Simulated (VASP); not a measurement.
# BN (R3m) in VASP: notebook, part 2 of 2

VASP 6.6.1. Earlier steps stand in the parts before.

### Step 3. Single point, PBE+D3(BJ) (strain +0.000 along x and y, -0.080 along z)

The input, INCAR:

```
SYSTEM = BN
  PREC = Accurate
  ENCUT = 520
  EDIFF = 1E-6
  ISMEAR = 0
  SIGMA = 0.05
  LREAL = .False.
  LASPH = .True.
  NELM = 80
  ALGO = Normal
  ISIF = 2
  LWAVE = .False.
  LCHARG = .True.
  GGA = PE
  IVDW = 12
  LELF = .True.
  LVHAR = .True.
  NBANDS = 11
```

The input, KPOINTS:

```
regular mesh
0
Gamma
  12 12 12
  0 0 0
```

The input, POSCAR:

```
BN
1.0
    1.2511217832      0.7223354983      3.1030996510
   -1.2511217832      0.7223354983      3.1030996510
    0.0000000000     -1.4446709967      3.1030996510
B N
1 1
Direct
    0.9996712000      0.9996712000      0.9996712000
    0.3327618000      0.3327618000      0.3327618000
```

Potentials or basis: VASP PAW PBE potentials, release 64 (B, N).

Command:

```sh
cat potpaw_PBE.64/B/POTCAR potpaw_PBE.64/N/POTCAR > POTCAR
mpirun -np 1 vasp_std > vasp.out
```

OUTCAR:

```text
SYSTEM = BN
   PREC = Accurate
   ENCUT = 520
   EDIFF = 1E-6
   ISMEAR = 0
   LREAL = .False.
   LASPH = .True.
   NELM = 80
   ISIF = 2
   GGA = PE
   IVDW = 12
 IVDW          = 12

 ion  position               nearest neighbor table
   1  1.000  1.000  1.000-   2 1.44   2 1.44   2 1.44
   2  0.333  0.333  0.333-   1 1.44   1 1.44   1 1.44

  LATTYP: Found a trigonal (rhomboedric) cell.
 ALAT       =     3.4229083734
 COS(alpha) =     0.7327986677

  Lattice vectors:

 A1 = (   1.2511217832,   0.7223354983,   3.1030996510)
 A2 = (  -1.2511217832,   0.7223354983,   3.1030996510)
 A3 = (   0.0000000000,  -1.4446709967,   3.1030996510)

Analysis of symmetry for initial positions (statically):
=====================================================================
 Subroutine PRICEL returns:
 Original cell was already a primitive cell.

 Routine SETGRP: Setting up the symmetry group for a
 trigonal (rhombohedral) supercell.

 Subroutine GETGRP returns: Found  6 space group operations
 (whereof  6 operations were pure point group operations)
 out of a pool of 12 trial point group operations.

The static configuration has the point symmetry C_3v.

Analysis of symmetry for dynamics (positions and initial velocities):
=====================================================================
 Subroutine PRICEL returns:
 Original cell was already a primitive cell.

 Routine SETGRP: Setting up the symmetry group for a
 trigonal (rhombohedral) supercell.

 Subroutine GETGRP returns: Found  6 space group operations
 (whereof  6 operations were pure point group operations)
 out of a pool of 12 trial point group operations.

The dynamic configuration has the point symmetry C_3v.

 Subroutine INISYM returns: Found  6 space group operations
 (whereof  6 operations are pure point group operations),
 and found     1 'primitive' translations

----------------------------------------------------------------------------------------

                                     Primitive cell

  volume of cell :      16.8262

  direct lattice vectors                    reciprocal lattice vectors
     1.251121783  0.722335498  3.103099651     0.399641351  0.230733042  0.107419474
    -1.251121783  0.722335498  3.103099651    -0.399641351  0.230733042  0.107419474
     0.000000000 -1.444670997  3.103099651     0.000000000 -0.461466083  0.107419474

  length of vectors
     3.422908373  3.422908373  3.422908373     0.473803640  0.473803640  0.473803640

  position of ions in fractional coordinates (direct lattice)
     0.999671200  0.999671200  0.999671200
     0.332761800  0.332761800  0.332761800

  ion indices of the primitive-cell ions
   primitive index   ion index
                 1           1
                 2           2

----------------------------------------------------------------------------------------

 KPOINTS: regular mesh

Automatic generation of k-mesh.
 Grid dimensions read from file:
 generate k-points for:   12   12   12

 Generating k-lattice:

  Cartesian coordinates                     Fractional coordinates (reciprocal lattice)
     0.033303446  0.019227753  0.008951623     0.083333333 -0.000000000  0.000000000
    -0.033303446  0.019227753  0.008951623    -0.000000000  0.083333333  0.000000000
     0.000000000 -0.038455507  0.008951623     0.000000000  0.000000000  0.083333333

  Length of vectors
     0.039483637  0.039483637  0.039483637
[... 37 lines left out ...]
   number of dos      NEDOS =    301   number of ions     NIONS =      2
   total plane-waves  NPLWV =  21952
   dimension x,y,z NGX =    28 NGY =   28 NGZ =   28
   dimension x,y,z NGXF=    56 NGYF=   56 NGZF=   56
   ions per type =               1   1
   NGX,Y,Z   is equivalent  to a cutoff of  13.60, 13.60, 13.60 a.u.
   NGXF,Y,Z  is equivalent  to a cutoff of  27.20, 27.20, 27.20 a.u.
 SYSTEM =  BN
   PREC   = accura    normal or accurate (medium, high low for compatibility)
   ISTART =      0    job   : 0-new  1-cont  2-samecut
   ICHARG =      2    charge: 1-file 2-atom 10-const
   ISPIN  =      1    spin polarized calculation?
   LNONCOLLINEAR =      F non collinear calculations
   LSORBIT =      F    spin-orbit coupling
   LASPH  =      T    aspherical Exc in radial PAW
   ENCUT  =  520.0 eV  38.22 Ry    6.18 a.u.   6.36  6.36  6.36*2*pi/ulx,y,z
   NELM   =     80;   NELMIN=  2; NELMDL= -5     # of ELM steps
   EDIFF  = 0.1E-05   stopping-criterion for ELM
   LREAL  =      F    real-space projection
   EDIFFG = 0.1E-04   stopping-criterion for IOM
   NSW    =      0    number of steps for IOM
   IBRION =     -1    ionic relax: 0-MD 1-quasi-New 2-CG
   NFREE  =      0    steps in history (QN), initial steepest desc. (CG)
   ISIF   =      2    stress and relaxation
   ISYM   =      2    0-nonsym 1-usesym 2-fastsym
   POTIM  = 0.5000    time-step for ionic-motion
   TEBEG  =    0.0;   TEEND  =   0.0 temperature during run
   PSTRESS=    0.0 pullay stress
   NELECT =       8.0000    total number of electrons
   NUPDOWN=      -1.0000    fix difference up-down
   EMIN   =  10.00;   EMAX   =-10.00  energy-range for DOS
   EFERMI =   0.00;   METHOD = LEGACY
   ISMEAR =     0;   SIGMA  =   0.05  broadening in eV -4-tet -1-fermi 0-gaus
   EFERMI_NEDOS =   21; number of points for ismear=-14 and -15
   IALGO  =     38    algorithm
   IMIX   =      4    mixing-type and parameters
     AMIX     =   0.40;   BMIX     =  1.00
     AMIX_MAG =   1.60;   BMIX_MAG =  1.00
  volume/ion in A,a.u.               =       8.41        56.77
  Fermi-wavevector in a.u.,A,eV,Ry     =   1.277741  2.414581 22.213188  1.632623
  Thomas-Fermi vector in A             =   2.410324
   LORBIT       =      0    0 simple, 1 ext, 2 COOP (PROOUT), +10 PAW based schemes
   GGA     = PE    functional components
   LHFCALC =     F    Hartree Fock is set to
   AEXX    =    0.0000 exact exchange contribution
   IVDW    =    12    specifies the selected vdW correction
   LEPSILON=     F    determine dielectric tensor
   LRPA    =     F    only Hartree local field effects (RPA)
 non-spin polarized calculation
 Gauss-broadening in eV      SIGMA  =   0.05
  energy-cutoff  :      520.00
  volume of cell :       16.83
 maximum number of plane-waves:       467
 NGX is ok and might be reduce to    28
   NGX = 13   NGY = 13   NGZ = 13

 number of electron       8.0000000 magnetization

 Free energy of the ion-electron system (eV)
  ---------------------------------------------------
  ext. energy  EPLUGINS =         0.00000000
  ---------------------------------------------------
  free energy    TOTEN  =       -17.54504006 eV

  energy without entropy =      -17.54504006  energy(sigma->0) =      -17.54504006

 E-fermi :   3.1801     XC(G=0): -10.5341

 val. band max:        2.8735719423   @ k =  -0.3333   0.2500   0.0000
 cond. band min:       6.9160047619   @ k =   0.5000   0.5000   0.0000
 fundamental gap:      4.0424328197
 Fermi energy:         3.1800637484

 k-point     1 :       0.0000    0.0000    0.0000
  band No.  band energies     occupation
      1     -15.0615      2.00000
      2      -0.8217      2.00000
      3       1.5572      2.00000
      4       1.5572      2.00000
      5       8.5658      0.00000
      6      14.5367      0.00000
      7      14.5367      0.00000
      8      16.0926      0.00000
      9      18.0398      0.00000
     10      28.9498      0.00000
     11      31.5676      0.00000
[... 309 lines left out ...]
 k-point    24 :      -0.4167    0.1667    0.0000
  band No.  band energies     occupation
      1     -11.5308      2.00000
      2      -5.8158      2.00000
      3      -2.5497      2.00000
      4       2.6022      2.00000
      5       8.1062      0.00000
      6      14.4640      0.00000
      7      16.7368      0.00000
      8      17.6103      0.00000
      9      21.5005      0.00000
     10      24.2153      0.00000
     11      26.9121      0.00000

 [... further k-points ...]

------------------------ aborting loop because EDIFF is reached ----------------------------------------

 Edisp (eV)   -0.30679

 E8    (eV) :    -0.0906

  FORCE on cell =-STRESS in cart. coord.  units (eV):
  Direction    XX          YY          ZZ          XY          YZ          ZX
  --------------------------------------------------------------------------------------
  -------------------------------------------------------------------------------------
  Total       0.18870     0.18870     0.24968     0.00000    -0.00000     0.00000
  in kB      17.96805    17.96805    23.77430     0.00000    -0.00000     0.00000
  external pressure =       19.90 kB  Pullay stress =        0.00 kB

 VOLUME and BASIS-vectors are now :
 -----------------------------------------------------------------------------
  energy-cutoff  :      520.00
  volume of cell :       16.83
      direct lattice vectors                 reciprocal lattice vectors
     1.251121783  0.722335498  3.103099651     0.399641351  0.230733042  0.107419474
    -1.251121783  0.722335498  3.103099651    -0.399641351  0.230733042  0.107419474
     0.000000000 -1.444670997  3.103099651     0.000000000 -0.461466083  0.107419474

 POSITION                                       TOTAL-FORCE (eV/Angst)
 -----------------------------------------------------------------------------------
      0.00000     -0.00000      9.30624         0.000000     -0.000000      0.042615
      0.00000     -0.00000      3.09778         0.000000      0.000000     -0.042615
 -----------------------------------------------------------------------------------
    total drift:                               -0.000000     -0.000000     -0.000041

  FREE ENERGIE OF THE ION-ELECTRON SYSTEM (eV)
  ---------------------------------------------------
  free  energy   TOTEN  =       -17.8518325635 eV

  energy  without entropy=      -17.8518325635  energy(sigma->0) =      -17.85183256
```

stdout:

```text
POSCAR found type information on POSCAR B N
 POSCAR found :  2 types and       2 ions
 scaLAPACK will be used
 LDA part: xc-table for (Slater+PW92), standard interpolation
 POSCAR, INCAR and KPOINTS ok, starting setup
 FFT: planning ... GRIDC
 FFT: planning ... GRID_SOFT
 FFT: planning ... GRID
 WAVECAR not read
 entering main loop
```

Run time: 36 s. Hardware: 1 thread of Intel Xeon Platinum 8375C at 2.90GHz (Ice Lake), shared host; peak memory 0.18 GiB.

Results:

| Item | Value |
| --- | --- |
| Free energy | -17.8518 eV |
| Pressure | 2.0 GPa |
| Largest force | 0.043 eV/Å |
| Band gap on the k mesh | 4.04 eV, indirect (least direct gap 4.73 eV) |
| Dispersion energy per atom | -0.153 eV |

Forces on the atoms (eV/Å):
```
B    0.000  0.000  0.043
N    0.000  0.000 -0.043
```

Stress tensor (GPa, compression positive):
```
1.80 0.00 0.00
0.00 1.80 0.00
0.00 0.00 2.38
```

Caveat: the cell differs from its parent crystal (strain +0.000 along x and y, -0.080 along z). A k mesh can miss the band edges.
